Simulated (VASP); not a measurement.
# LiF (P6_3mc) in VASP: notebook, part 2 of 2

VASP 6.6.1.

**3. Single point, PBE (c/a of the conventional cell at fixed volume 1.5431)**

Input file INCAR:

```
SYSTEM = LiF
ALGO = Normal
EDIFF = 1E-6
ENCUT = 520
GGA = PE
ISIF = 2
ISMEAR = 0
LASPH = .TRUE.
LCHARG = .FALSE.
LREAL = .FALSE.
LWAVE = .FALSE.
NBANDS = 18
NELM = 80
PREC = Accurate
SIGMA = 0.05
```

Input file KPOINTS:

```
k-points
0
G
  9 9 6
  0 0 0
```

Input file POSCAR:

```
LiF
1.0
    3.1427330808      0.0000000000      0.0000000000
   -1.5713665404      2.7216866853      0.0000000000
    0.0000000000      0.0000000000      4.8495514170
Li F
2 2
Direct
    0.3333333333      0.6666666667      0.4218720114
    0.6666666667      0.3333333333      0.9218720114
    0.3333333333      0.6666666667      0.9939266766
    0.6666666667      0.3333333333      0.4939266766
```

Potentials or basis: VASP PAW PBE potentials, release 64 (Li_sv, F).

Run with:

```
$ cat potpaw_PBE.64/Li_sv/POTCAR potpaw_PBE.64/F/POTCAR > POTCAR
$ mpirun -np 1 vasp_std > vasp.out
```

Run time: 17 s. Hardware: 1 thread of Intel Xeon Platinum 8488C (Sapphire Rapids), shared host; peak memory 0.16 GiB.

The run converged. Its results:

- Free energy: -19.2427 eV
- Largest force: 0.247 eV/Å
- Band gap on the k mesh: 7.39 eV, direct

Forces in eV/Å, atoms in the order of the input:
```
Li   0.000  0.000 -0.247
Li   0.000  0.000 -0.247
F    0.000  0.000  0.247
F    0.000  0.000  0.247
```

Levels at points of the mesh, in eV from the valence-band top:
| k point | band 7 | band 8 | band 9 | band 10 | band 11 | band 12 | band 13 | band 14 |
| --- | --- | --- | --- | --- | --- | --- | --- | --- |
| (0.00, 0.00, 0.00) | -0.71 | -0.41 | -0.41 | 0.00 | 7.39 | 11.77 | 14.77 | 17.86 |
| (0.00, 0.00, 0.50) | -0.56 | -0.56 | -0.56 | -0.56 | 9.18 | 9.18 | 17.04 | 17.04 |

Caveat: the cutoff is under 1.25 times the usual one of these potentials, so pressure, stress and relaxed cells hold a basis-set (Pulay) error.

**4. Single point, PBE (c/a of the conventional cell at fixed volume 1.6183)**

Input file INCAR:

```
PREC     = Accurate       # precision mode
ENCUT    = 520            # plane-wave cutoff, eV
EDIFF    = 1E-7           # SCF threshold, eV
ISMEAR   = 0              # smearing method
SIGMA    = 0.05           # smearing width, eV
LREAL    = False          # projectors in reciprocal space
LASPH    = True           # aspherical terms in the spheres
NELM     = 80             # most SCF steps
ALGO     = Normal         # electronic algorithm
ISIF     = 2              # what is computed and relaxed
LWAVE    = False          # write WAVECAR
LCHARG   = False          # write CHGCAR
GGA      = PE             # functional
NBANDS   = 18             # bands
```

Input file KPOINTS:

```
Automatic mesh
0
Gamma
  9 9 6
```

Input file POSCAR:

```
LiF
1.0
    3.0932795901      0.0000000000      0.0000000000
   -1.5466397950      2.6788587060      0.0000000000
    0.0000000000      0.0000000000      5.0058543606
Li F
2 2
Direct
    0.3333333333      0.6666666667      0.3708711514
    0.6666666667      0.3333333333      0.8708711514
    0.3333333333      0.6666666667      0.9939266766
    0.6666666667      0.3333333333      0.4939266766
```

Run with:

```
$ cat potpaw_PBE.64/Li_sv/POTCAR potpaw_PBE.64/F/POTCAR > POTCAR
$ mpirun -np 1 vasp_std > vasp.out
```

Run time: 23 s. Hardware: 1 thread of Intel Xeon Platinum 8488C (Sapphire Rapids), shared host; peak memory 0.17 GiB.

It converged, with:

```yaml
Free_energy: -19.2959 eV
Largest_force: 0.046 eV/Å
Band_gap_on_the_k_mesh: 7.67 eV, direct
```

Forces on the atoms (eV/Å):
```
Li   0.000  0.000  0.046
Li   0.000  0.000  0.046
F    0.000  0.000 -0.046
F    0.000  0.000 -0.046
```

Levels at points of the mesh, in eV from the valence-band top:
| k point | band 6 | band 7 | band 8 | band 9 | band 10 | band 11 | band 12 | band 13 | band 14 | band 15 |
| --- | --- | --- | --- | --- | --- | --- | --- | --- | --- | --- |
| (0.00, 0.00, 0.00) | -0.28 | -0.28 | -0.02 | -0.02 | 0.00 | 7.67 | 11.72 | 14.75 | 18.60 | 18.60 |
| (0.00, 0.00, 0.50) | -1.02 | -0.15 | -0.15 | -0.15 | -0.15 | 9.26 | 9.26 | 17.14 | 17.14 | 18.86 |

Caveat: the cutoff is under 1.25 times the usual one of these potentials, so pressure, stress and relaxed cells hold a basis-set (Pulay) error.

**5. Single point, PBE (c/a of the conventional cell at fixed volume 1.4929)**

Input file INCAR:

```
SYSTEM = LiF
ALGO     = Normal         ! electronic algorithm
EDIFF    = 1E-6           ! SCF threshold, eV
ENCUT    = 520            ! plane-wave cutoff, eV
GGA      = PE             ! functional
ISIF     = 2              ! what is computed and relaxed
ISMEAR   = 0              ! smearing method
LASPH    = .TRUE.         ! aspherical terms in the spheres
LCHARG   = .FALSE.        ! write CHGCAR
LREAL    = .FALSE.        ! projectors in reciprocal space
LWAVE    = .FALSE.        ! write WAVECAR
NBANDS   = 18             ! bands
NELM     = 80             ! most SCF steps
PREC     = Accurate       ! precision mode
SIGMA    = 0.05           ! smearing width, eV
```

Input file KPOINTS:

```
k-points
0
G
  9 9 6
  0 0 0
```

Input file POSCAR:

```
LiF
1.0
    3.1775711328      0.0000000000      0.0000000000
   -1.5887855664      2.7518573233      0.0000000000
    0.0000000000      0.0000000000      4.7437959441
Li F
2 2
Direct
    0.3333333333      0.6666666667      0.3606709794
    0.6666666667      0.3333333333      0.8606709794
    0.3333333333      0.6666666667      0.9939266766
    0.6666666667      0.3333333333      0.4939266766
```

Run with:

```
$ cat potpaw_PBE.64/Li_sv/POTCAR potpaw_PBE.64/F/POTCAR > POTCAR
$ mpirun -np 1 vasp_std > vasp.out
```

It took 16 s on 1 thread of Intel Xeon Platinum 8488C (Sapphire Rapids), shared host; peak memory 0.16 GiB.

It converged, with:

```
Free energy            : -19.2021 eV
Largest force          : 0.692 eV/Å
Band gap on the k mesh : 7.63 eV, direct
```

Forces in eV/Å, atoms in the order of the input:
```
Li   0.000  0.000  0.692
Li   0.000  0.000  0.692
F    0.000  0.000 -0.692
F    0.000  0.000 -0.692
```

Levels at points of the mesh, in eV from the valence-band top:
```tsv
k point	band 6	band 7	band 8	band 9	band 10	band 11	band 12	band 13	band 14	band 15
(0.00, 0.00, 0.00)	-0.41	-0.41	-0.04	-0.04	0.00	7.63	12.11	15.16	17.99	17.99
(0.00, 0.00, 0.50)	-0.98	-0.22	-0.22	-0.22	-0.22	9.30	9.30	17.98	17.98	18.24
```

Caveat: the cutoff is under 1.25 times the usual one of these potentials, so pressure, stress and relaxed cells hold a basis-set (Pulay) error. A k mesh can miss the band edges.

**6. Single point, PBE (c/a of the conventional cell at fixed volume 1.5932)**

Input file INCAR:

```
PREC = Accurate
ENCUT = 520
EDIFF = 1E-6
ISMEAR = 0
SIGMA = 0.05
LREAL = False
LASPH = True
NELM = 100
ALGO = Normal
ISIF = 2
LWAVE = False
LCHARG = True
GGA = PE
LELF = True
LVHAR = True
NBANDS = 18
```

Input file KPOINTS:

```
regular mesh
0
Gamma
  9 9 6
```

Input file POSCAR:

```
LiF
1.0
    3.1094393350      0.0000000000      0.0000000000
   -1.5547196675      2.6928534557      0.0000000000
    0.0000000000      0.0000000000      4.9539587486
Li F
2 2
Direct
    0.3333333333      0.6666666667      0.4218720114
    0.6666666667      0.3333333333      0.9218720114
    0.3333333333      0.6666666667      0.9939266766
    0.6666666667      0.3333333333      0.4939266766
```

Potentials or basis: VASP PAW PBE potentials, release 64 (Li_sv, F).

Run with:

```
$ cat potpaw_PBE.64/Li_sv/POTCAR potpaw_PBE.64/F/POTCAR > POTCAR
$ mpirun -np 1 vasp_std > vasp.out
```

OUTCAR:

```text
PREC = Accurate
   ENCUT = 520
   EDIFF = 1E-6
   ISMEAR = 0
   LREAL = False
   LASPH = True
   NELM = 100
   ISIF = 2
   GGA = PE

 ion  position               nearest neighbor table
   1  0.333  0.667  0.422-   4 1.83   4 1.83   4 1.83   3 2.12
   2  0.667  0.333  0.922-   3 1.83   3 1.83   3 1.83   4 2.12
   3  0.333  0.667  0.994-   2 1.83   2 1.83   2 1.83   1 2.12
   4  0.667  0.333  0.494-   1 1.83   1 1.83   1 1.83   2 2.12

  LATTYP: Found a hexagonal cell.
[... 705 lines left out ...]
  FORCE on cell =-STRESS in cart. coord.  units (eV):
  Direction    XX          YY          ZZ          XY          YZ          ZX
  --------------------------------------------------------------------------------------
  -------------------------------------------------------------------------------------
  Total        0.7406238      0.7406238     -0.8291068      0.0000000      0.0000000      0.0000000
  in kB       28.6062571     28.6062571    -32.0238728      0.0000000      0.0000000      0.0000000
  external PRESSURE =       8.3962138 kB  Pullay stress =       0.0000000 kB

 VOLUME and BASIS-vectors are now :
 -----------------------------------------------------------------------------
  energy-cutoff  :      520.00
  volume of cell :       41.48
      direct lattice vectors                 reciprocal lattice vectors
     3.109439335  0.000000000  0.000000000     0.321601386  0.185676647  0.000000000
    -1.554719667  2.692853456  0.000000000     0.000000000  0.371353294  0.000000000
     0.000000000  0.000000000  4.953958749     0.000000000  0.000000000  0.201858766

 POSITION                                       TOTAL-FORCE (eV/Angst)
 -----------------------------------------------------------------------------------
     -0.00000      1.79524      2.08994        -0.000000      0.000000     -0.288800
      1.55472      0.89762      4.56692         0.000000      0.000000     -0.288800
     -0.00000      1.79524      4.92387         0.000000     -0.000000      0.288800
      1.55472      0.89762      2.44689         0.000000     -0.000000      0.288800
 -----------------------------------------------------------------------------------
    total drift:                                0.000001      0.000001      0.000356

  FREE ENERGIE OF THE ION-ELECTRON SYSTEM (eV)
  ---------------------------------------------------
  free  energy   TOTEN  =       -19.2138919413 eV

  energy  without entropy=      -19.2138919413  energy(sigma->0) =      -19.21389194
```

It took 20 s on 1 thread of Intel Xeon Platinum 8488C (Sapphire Rapids), shared host; peak memory 0.16 GiB.

Results:

| Property | Result |
| --- | --- |
| Free energy | -19.2139 eV |
| Largest force | 0.289 eV/Å |
| Band gap on the k mesh | 7.42 eV, direct |

Forces in eV/Å, atoms in the order of the input:
```
Li   0.000  0.000 -0.289
Li   0.000  0.000 -0.289
F    0.000  0.000  0.289
F    0.000  0.000  0.289
```

Caveat: the cutoff is under 1.25 times the usual one of these potentials, so pressure, stress and relaxed cells hold a basis-set (Pulay) error. A k mesh can miss the band edges.

**7. Summary**

| cell | gap on the mesh (eV) | largest force (eV/Å) |
| --- | --- | --- |
| a = 3.196, b = 3.196, c = 4.690 Å, angles 90.0, 90.0, 120.0°, 4 atoms | 7.32 | 0.18 |
| a = 3.143, b = 3.143, c = 4.850 Å, angles 90.0, 90.0, 120.0°, 4 atoms | 7.39 | 0.25 |
| a = 3.093, b = 3.093, c = 5.006 Å, angles 90.0, 90.0, 120.0°, 4 atoms | 7.67 | 0.05 |
| a = 3.178, b = 3.178, c = 4.744 Å, angles 90.0, 90.0, 120.0°, 4 atoms | 7.63 | 0.69 |
| a = 3.109, b = 3.109, c = 4.954 Å, angles 90.0, 90.0, 120.0°, 4 atoms | 7.42 | 0.29 |

Alike in all rows: task single point; level PBE; potentials or basis VASP PAW PBE potentials, release 64 (Li_sv, F); no spin polarisation; k mesh 9 × 9 × 6; cutoff (eV) 520; smearing gaussian 0.05 eV.

Caveats: the cutoff is under 1.25 times the usual one of these potentials, so pressure, stress and relaxed cells hold a basis-set (Pulay) error.

Total energies depend on the potentials used, so only differences within one code and one set of settings carry meaning.
